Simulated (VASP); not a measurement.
# Mg63Si31 (a cell with a defect) in VASP: relaxation of the atoms with PBEsol

Aim: the relaxation of the atoms of Mg63Si31 (a cell with a defect) with PBEsol.

Everything below comes from runs of VASP 6.6.1. Logs are shortened: lines on timing, memory, paths and dates and some standing lists are left out, and cuts for length are marked.

### Step 1. The cell of the first run

The cell holds a defect, 94 atoms: a = 12.649 Å, b = 12.649 Å, c = 12.649 Å, α = 90.00°, β = 90.00°, γ = 90.00°.

### Step 2. Relaxation of the atoms, PBEsol

INCAR reads:

```
SYSTEM = Mg63Si31
ALGO = Normal
EDIFF = 1E-7
EDIFFG = -0.03
ENCUT = 450
GGA = PS
GGA_COMPAT = .FALSE.
IBRION = 2
ISIF = 2
ISMEAR = -1
ISYM = -1
KPAR = 1
LASPH = .TRUE.
LCHARG = .FALSE.
LREAL = Auto
LWAVE = .FALSE.
NELM = 120
NELMIN = 4
NSW = 100
PREC = Accurate
SIGMA = 0.05
```

KPOINTS reads:

```
explicit points
1
Reciprocal
  0.25000000   0.25000000   0.25000000 1
```

POSCAR reads:

```
Mg63Si31
1.0
   12.6494980000      0.0000000000      0.0000000000
    0.0000000000     12.6494980000      0.0000000000
    0.0000000000      0.0000000000     12.6494980000
Mg Si
63 31
Direct
    0.3761870000      0.1246640000      0.1249210000
    0.3753150000      0.1248190000      0.6242940000
    0.3747700000      0.6272360000      0.1249460000
    0.8727450000      0.1268000000      0.1256930000
    0.8768350000      0.1245380000      0.6248410000
    0.8740550000      0.6251170000      0.1252710000
    0.8758290000      0.6263980000      0.6247670000
    0.1245080000      0.3750380000      0.1235280000
    0.1253410000      0.3758710000      0.6252990000
    0.1224430000      0.8753640000      0.1233320000
    0.1240970000      0.8725360000      0.6252730000
    0.6249940000      0.3731080000      0.1256910000
    0.6233200000      0.3723380000      0.6268240000
    0.6273900000      0.8755990000      0.1251320000
    0.6249700000      0.8763380000      0.6241920000
    0.1269220000      0.1231410000      0.3770120000
    0.1247580000      0.1242290000      0.8764920000
    0.1250620000      0.6259330000      0.3756570000
    0.1265260000      0.6285310000      0.8769260000
    0.6252150000      0.1242430000      0.3760290000
    0.6248270000      0.1234570000      0.8741610000
    0.6257600000      0.6268030000      0.3762740000
    0.6217460000      0.6251310000      0.8763830000
    0.1236020000      0.1242430000      0.1261220000
    0.1232510000      0.1246590000      0.6259450000
    0.1249550000      0.6260640000      0.1255340000
    0.1257640000      0.6226710000      0.6218670000
    0.6251320000      0.1252620000      0.1232270000
    0.6265230000      0.1254640000      0.6248450000
    0.6244740000      0.6235890000      0.1240050000
    0.6259950000      0.6231600000      0.6240320000
    0.3743900000      0.3771370000      0.3759380000
    0.3751760000      0.3729110000      0.8760860000
    0.3740540000      0.8765330000      0.3772230000
    0.3733610000      0.8763260000      0.8785140000
    0.8750910000      0.3744420000      0.3764430000
    0.8762420000      0.3751410000      0.8731260000
    0.8768720000      0.8757290000      0.3750910000
    0.8759010000      0.8759700000      0.8763170000
    0.3752040000      0.3768170000      0.1256570000
    0.3751990000      0.3769210000      0.6240990000
    0.3753560000      0.8726810000      0.1268370000
    0.3738080000      0.8766240000      0.6216970000
    0.8728080000      0.3738110000      0.1264640000
    0.8756550000      0.3748300000      0.6261540000
    0.8745370000      0.8740780000      0.1275270000
    0.8747230000      0.8744160000      0.6258640000
    0.3724910000      0.1278860000      0.3775380000
    0.3752160000      0.1239600000      0.8753850000
    0.3747890000      0.6225080000      0.3735270000
    0.3737170000      0.6242600000      0.8753520000
    0.8756240000      0.1232980000      0.3730790000
    0.8760080000      0.1280440000      0.8764780000
    0.8730780000      0.6239230000      0.3717410000
    0.8745400000      0.6233190000      0.8721620000
    0.1229280000      0.3757800000      0.3743870000
    0.1231500000      0.3771620000      0.8740640000
    0.1280700000      0.8764890000      0.3763100000
    0.1252630000      0.8722410000      0.8792500000
    0.6241330000      0.3745630000      0.3730990000
    0.6223180000      0.3753200000      0.8754650000
    0.6258960000      0.8732120000      0.3730570000
    0.6265410000      0.8729210000      0.8731260000
    0.0005230000      0.0005380000      0.9987860000
    0.9995680000      0.9997260000      0.4990620000
    0.9996310000      0.5013090000      0.0041410000
    0.5008820000      0.0018430000      0.0026850000
    0.5009010000      0.0004720000      0.5007700000
    0.4980790000      0.5028140000      0.0019720000
    0.5001450000      0.5000620000      0.4989270000
    0.2501000000      0.2496560000      0.9987150000
    0.2501590000      0.2497210000      0.4981470000
    0.2466110000      0.7477730000      0.0010800000
    0.2485430000      0.7517230000      0.4978900000
    0.7477660000      0.2514010000      0.0004480000
    0.7480280000      0.2493200000      0.4998070000
    0.7503470000      0.7485590000      0.9982030000
    0.7495020000      0.7527730000      0.5013310000
    0.2509290000      0.9995330000      0.2489660000
    0.2517330000      0.9984670000      0.7520710000
    0.2509320000      0.4983020000      0.2520130000
    0.2486870000      0.4967230000      0.7477380000
    0.7505850000      0.9987370000      0.2492000000
    0.7485430000      0.0003780000      0.7520550000
    0.7493610000      0.5018740000      0.2499000000
    0.7507370000      0.4994450000      0.7503590000
    0.9997310000      0.2494830000      0.2490580000
    0.0006710000      0.2475030000      0.7506980000
    0.0001650000      0.7495910000      0.2484290000
    0.0007940000      0.7458800000      0.7522140000
    0.5004260000      0.2480900000      0.2518000000
    0.4997670000      0.2513240000      0.7494560000
    0.4977240000      0.7530090000      0.2492800000
    0.4996580000      0.7509860000      0.7504770000
```

Potentials or basis: VASP PAW PBE potentials, release 64 (Mg, Si).

Started as:

```
cat potpaw_PBE.64/Mg/POTCAR potpaw_PBE.64/Si/POTCAR > POTCAR
mpirun -np 4 vasp_std > vasp.out
```

OUTCAR:

```text
SYSTEM = Mg63Si31
   EDIFF = 1E-7
   EDIFFG = -0.03
   ENCUT = 450
   GGA = PS
   IBRION = 2
   ISIF = 2
   ISMEAR = -1
   ISYM = -1
   LASPH = .TRUE.
   LREAL = Auto
   NELM = 120
   NELMIN = 4
   NSW = 100
   PREC = Accurate

 ion  position               nearest neighbor table
   1  0.376  0.125  0.125-  67 2.70  79 2.73  91 2.74  71 2.76  28 3.15  49 3.16  42 3.19  40 3.19
                            24 3.20  48 3.20
   2  0.375  0.125  0.624-  68 2.73  92 2.75  72 2.75  80 2.76  48 3.12  43 3.14  49 3.18  29 3.18
                            25 3.19  41 3.19
   3  0.375  0.627  0.125-  69 2.71  73 2.72  93 2.72  81 2.77  42 3.10  50 3.14  51 3.16  30 3.16
                            26 3.16  40 3.17
   4  0.873  0.127  0.126-  87 2.72  83 2.73  75 2.74  64 2.78  44 3.12  52 3.13  28 3.13  53 3.15
                            24 3.17  46 3.20
   5  0.877  0.125  0.625-  88 2.72  65 2.73  76 2.77  84 2.77  25 3.12  47 3.16  45 3.17  29 3.17
                            53 3.18  52 3.18
   6  0.874  0.625  0.125-  66 2.71  85 2.72  89 2.73  77 2.73  54 3.12  46 3.15  30 3.16  26 3.17
                            44 3.18  55 3.20
   7  0.876  0.626  0.625-  90 2.72  78 2.75  86 2.76  55 3.13  47 3.14  31 3.16  27 3.16  45 3.18
                            54 3.20
   8  0.125  0.375  0.124-  66 2.71  71 2.74  87 2.75  81 2.76  57 3.16  40 3.17  24 3.17  56 3.17
                            26 3.18  44 3.18
   9  0.125  0.376  0.625-  82 2.68  72 2.76  88 2.76  27 3.12  57 3.15  45 3.16  41 3.16  56 3.17
[... 164 lines left out ...]
  93  0.498  0.753  0.249-  42 2.66  62 2.72   3 2.72  34 2.74  14 2.75  50 2.76  22 2.78  30 2.79

  94  0.500  0.751  0.750-  63 2.71  23 2.73  15 2.75  51 2.76  35 2.77  43 2.78  31 2.78

IMPORTANT INFORMATION: All symmetrisations will be switched off!
NOSYMM: (Re-)initialisation of all symmetry stuff for point group C_1.

----------------------------------------------------------------------------------------

                                     Primitive cell

  volume of cell :    2024.0436

  direct lattice vectors                    reciprocal lattice vectors
    12.649498000  0.000000000  0.000000000     0.079054521  0.000000000  0.000000000
     0.000000000 12.649498000  0.000000000     0.000000000  0.079054521  0.000000000
     0.000000000  0.000000000 12.649498000     0.000000000  0.000000000  0.079054521

  length of vectors
    12.649498000 12.649498000 12.649498000     0.079054521  0.079054521  0.079054521

  position of ions in fractional coordinates (direct lattice)
     0.376187000  0.124664000  0.124921000
     0.375315000  0.124819000  0.624294000
     0.374770000  0.627236000  0.124946000
     0.872745000  0.126800000  0.125693000
     0.876835000  0.124538000  0.624841000
     0.874055000  0.625117000  0.125271000
[... 86 lines left out ...]
     0.497724000  0.753009000  0.249280000
     0.499658000  0.750986000  0.750477000

  ion indices of the primitive-cell ions
   primitive index   ion index
                 1           1
                 2           2
                 3           3
                 4           4
                 5           5
                 6           6
[... 86 lines left out ...]
                93          93
                94          94

----------------------------------------------------------------------------------------

 KPOINTS: explicit points

Read explicit list of k-points.

 Found      1 k-points:

 Following reciprocal coordinates:
[... 19 lines left out ...]
   NELM   =    120;   NELMIN=  4; NELMDL= -5     # of ELM steps
   EDIFF  = 0.1E-06   stopping-criterion for ELM
   LREAL  =      T    real-space projection
   EDIFFG = -.3E-01   stopping-criterion for IOM
   NSW    =    100    number of steps for IOM
   IBRION =      2    ionic relax: 0-MD 1-quasi-New 2-CG
   NFREE  =      1    steps in history (QN), initial steepest desc. (CG)
   ISIF   =      2    stress and relaxation
   ISYM   =     -1    0-nonsym 1-usesym 2-fastsym
   POTIM  = 0.5000    time-step for ionic-motion
   TEBEG  =    0.0;   TEEND  =   0.0 temperature during run
   PSTRESS=    0.0 pullay stress
   NELECT =     250.0000    total number of electrons
   NUPDOWN=      -1.0000    fix difference up-down
   EMIN   =  10.00;   EMAX   =-10.00  energy-range for DOS
   EFERMI =   0.00;   METHOD = LEGACY
   ISMEAR =    -1;   SIGMA  =   0.05  broadening in eV -4-tet -1-fermi 0-gaus
   EFERMI_NEDOS =   21; number of points for ismear=-14 and -15
   IALGO  =     38    algorithm
   IMIX   =      4    mixing-type and parameters
     AMIX     =   0.40;   BMIX     =  1.00
     AMIX_MAG =   1.60;   BMIX_MAG =  1.00
  volume/ion in A,a.u.               =      21.53       145.31
  Fermi-wavevector in a.u.,A,eV,Ry     =   0.815295  1.540684  9.043877  0.664706
  Thomas-Fermi vector in A             =   1.925357
   LORBIT       =      0    0 simple, 1 ext, 2 COOP (PROOUT), +10 PAW based schemes
   GGA     = PS    functional components
   LHFCALC =     F    Hartree Fock is set to
   AEXX    =    0.0000 exact exchange contribution
   IVDW    =     0    specifies the selected vdW correction
   LEPSILON=     F    determine dielectric tensor
   LRPA    =     F    only Hartree local field effects (RPA)
 conjugate gradient relaxation of ions
 non-spin polarized calculation
  energy-cutoff  :      450.00
  volume of cell :     2024.04
 maximum number of plane-waves:     43918
 NGX is ok and might be reduce to    90
   NGX = 43   NGY = 43   NGZ = 43

--------------------------------------- Ionic step        1  -------------------------------------------

 number of electron     249.9999997 magnetization

 Free energy of the ion-electron system (eV)
  ---------------------------------------------------
  ext. energy  EPLUGINS =         0.00000000
  ---------------------------------------------------
  free energy    TOTEN  =      -297.83069838 eV

  energy without entropy =     -297.74526815  energy(sigma->0) =     -297.78798327

------------------------ aborting loop because EDIFF is reached ----------------------------------------

  FORCE on cell =-STRESS in cart. coord.  units (eV):
  Direction    XX          YY          ZZ          XY          YZ          ZX
  --------------------------------------------------------------------------------------
  -------------------------------------------------------------------------------------
  Total       -2.4676194     -1.9969672     -2.2645080     -3.1319174     -3.2795825     -3.0804438
  in kB       -1.9532997     -1.5807443     -1.7925223     -2.4791397     -2.5960274     -2.4383946
  external PRESSURE =      -1.7755221 kB  Pullay stress =       0.0000000 kB
[... 365 lines left out ...]
  FREE ENERGIE OF THE ION-ELECTRON SYSTEM (eV)
  ---------------------------------------------------
  free  energy   TOTEN  =      -298.5428872838 eV

  energy  without entropy=     -298.5235821975  energy(sigma->0) =     -298.53323474

[... ionic steps 4 to 15 ...]

--------------------------------------- Ionic step       16  -------------------------------------------

 number of electron     249.9999995 magnetization

------------------------ aborting loop because EDIFF is reached ----------------------------------------
[... 251 lines left out ...]
--------------------------------------- Ionic step       18  -------------------------------------------

 number of electron     249.9999995 magnetization

 Free energy of the ion-electron system (eV)
  ---------------------------------------------------
  ext. energy  EPLUGINS =         0.00000000
  ---------------------------------------------------
  free energy    TOTEN  =      -298.83608192 eV

  energy without entropy =     -298.82886677  energy(sigma->0) =     -298.83247434

 E-fermi :   3.6000     XC(G=0):  -8.8298

 val. band max:        3.3179828203   @ k =   0.2500   0.2500   0.2500
 cond. band min:       3.8860428856   @ k =   0.2500   0.2500   0.2500
 fundamental gap:      0.5680600653
 Fermi energy:         3.5999567499

 k-point     1 :       0.2500    0.2500    0.2500
  band No.  band energies     occupation
      1      -5.5194      2.00000
      2      -5.1935      2.00000
      3      -5.1706      2.00000
      4      -5.0903      2.00000
      5      -4.8536      2.00000
      6      -4.8358      2.00000
[... 129 lines left out ...]
    136       4.7451      0.00000
    137       4.7830      0.00000
 [bands above 137 left out]

------------------------ aborting loop because EDIFF is reached ----------------------------------------

  FORCE on cell =-STRESS in cart. coord.  units (eV):
  Direction    XX          YY          ZZ          XY          YZ          ZX
  --------------------------------------------------------------------------------------
  -------------------------------------------------------------------------------------
  Total       -1.3054041     -1.1965515     -1.1881458     -3.4235141     -4.4158082     -3.4259499
  in kB       -1.0333220     -0.9471573     -0.9405036     -2.7099597     -3.4954324     -2.7118878
  external PRESSURE =      -0.9736610 kB  Pullay stress =       0.0000000 kB
[... 109 lines left out ...]
  FREE ENERGIE OF THE ION-ELECTRON SYSTEM (eV)
  ---------------------------------------------------
  free  energy   TOTEN  =      -298.8360819179 eV

  energy  without entropy=     -298.8288667654  energy(sigma->0) =     -298.83247434

 reached required accuracy - stopping structural energy minimisation
```

Wall time 36 min (4 MPI ranks of Intel Xeon Platinum 8375C at 2.90GHz (Ice Lake), shared host); peak memory 0.56 GiB.

What came out:

| Item | Value |
| --- | --- |
| Free energy | -298.8361 eV |
| Energy gained by relaxing | 10.7 meV/atom |
| Ionic steps | 18 |
| Pressure after relaxing | -0.1 GPa |
| Largest force after relaxing | 0.025 eV/Å |

Forces on the atoms (eV/Å):
```
Mg   0.002 -0.003 -0.006
Mg   0.002 -0.002  0.001
Mg  -0.004  0.001 -0.002
Mg  -0.003  0.000  0.002
Mg   0.002  0.000  0.002
Mg   0.001  0.001  0.001
Mg   0.009  0.001 -0.002
Mg  -0.006 -0.004 -0.001
Mg   0.000  0.000  0.000
Mg   0.004  0.000  0.001
Mg   0.004  0.001  0.008
Mg  -0.001 -0.003  0.001
Mg  -0.003 -0.004  0.011
Mg   0.000  0.007 -0.007
Mg  -0.003 -0.002 -0.005
Mg  -0.001  0.002 -0.001
Mg  -0.001 -0.001  0.001
Mg   0.003 -0.003 -0.005
Mg   0.004  0.008 -0.008
Mg  -0.001  0.001 -0.004
Mg  -0.004 -0.009  0.000
Mg   0.002  0.005  0.004
Mg  -0.005 -0.005 -0.003
Mg   0.002  0.001  0.001
Mg  -0.001  0.006 -0.002
Mg   0.002  0.005  0.000
Mg   0.012 -0.009  0.020
Mg  -0.002 -0.003 -0.001
Mg  -0.004  0.004  0.005
Mg  -0.005 -0.001  0.000
Mg   0.005  0.006  0.004
Mg  -0.008  0.003  0.000
Mg   0.010 -0.006 -0.002
Mg   0.007  0.001  0.004
Mg  -0.005  0.003  0.005
Mg  -0.011 -0.010 -0.009
Mg  -0.001 -0.002  0.002
Mg   0.001  0.004 -0.003
Mg  -0.004  0.005 -0.001
Mg  -0.001  0.003  0.000
Mg  -0.001 -0.002  0.005
Mg   0.002  0.000 -0.007
Mg   0.001  0.007 -0.009
Mg  -0.001 -0.003 -0.001
Mg  -0.003 -0.007  0.008
Mg  -0.009  0.000  0.001
Mg   0.001 -0.007 -0.001
Mg   0.000  0.004  0.003
Mg   0.005 -0.002  0.000
Mg  -0.006 -0.001  0.001
Mg  -0.003 -0.008  0.009
Mg   0.000  0.002 -0.004
Mg  -0.005 -0.002  0.003
Mg  -0.005  0.008 -0.008
Mg   0.002  0.002 -0.008
Mg   0.000 -0.011 -0.011
Mg  -0.005 -0.002  0.001
Mg  -0.004  0.004 -0.003
Mg  -0.003  0.009  0.013
Mg   0.002  0.001 -0.002
Mg   0.006 -0.007  0.010
Mg   0.004  0.010 -0.007
Mg  -0.007  0.004  0.003
Si   0.000  0.001 -0.004
Si   0.007 -0.005  0.000
Si  -0.003  0.000  0.004
Si   0.001 -0.008  0.000
Si   0.004 -0.001 -0.006
Si   0.006  0.007  0.003
Si  -0.001  0.005 -0.010
Si   0.004 -0.006  0.005
Si  -0.007  0.002 -0.001
Si   0.000  0.001  0.000
Si   0.010  0.000 -0.007
Si   0.000 -0.005  0.005
Si  -0.003  0.003 -0.002
Si  -0.003 -0.001  0.001
Si   0.003 -0.001  0.003
Si   0.003  0.003 -0.003
Si   0.001  0.002  0.003
Si  -0.004  0.004  0.012
Si  -0.007  0.013 -0.006
Si  -0.004  0.004 -0.008
Si  -0.004 -0.003  0.006
Si  -0.007  0.006  0.000
Si   0.006 -0.001  0.004
Si  -0.001 -0.005 -0.002
Si   0.004  0.001 -0.007
Si   0.005 -0.004  0.008
Si   0.007 -0.008 -0.006
Si  -0.004 -0.002  0.002
Si   0.005 -0.001  0.003
Si   0.004  0.005 -0.001
Si   0.010 -0.004 -0.003
```

The path:
```
step  energy change (eV)  largest force (eV/Å)  pressure (GPa)
   1              0.0000                0.7365           -0.18
   2             -0.3992                0.6434           -0.20
   3             -0.7122                0.4198           -0.15
   4             -0.8050                0.3534           -0.15
   5             -0.8796                0.2282           -0.12
   6             -0.9276                0.1886           -0.12
   7             -0.9516                0.1403           -0.11
   8             -0.9727                0.1191           -0.10
   9             -0.9780                0.1041           -0.09
  10             -0.9889                0.0872           -0.09
  11             -0.9910                0.0800           -0.09
  12             -0.9961                0.0620           -0.09
  13             -0.9967                0.0569           -0.09
  14             -1.0003                0.0444           -0.09
  15             -1.0009                0.0426           -0.09
  16             -1.0034                0.0312           -0.10
  17             -1.0036                0.0341           -0.10
  18             -1.0054                0.0250           -0.10
```

Caveat: the PAW data sets were made with another functional, which shifts forces and pressure a little.
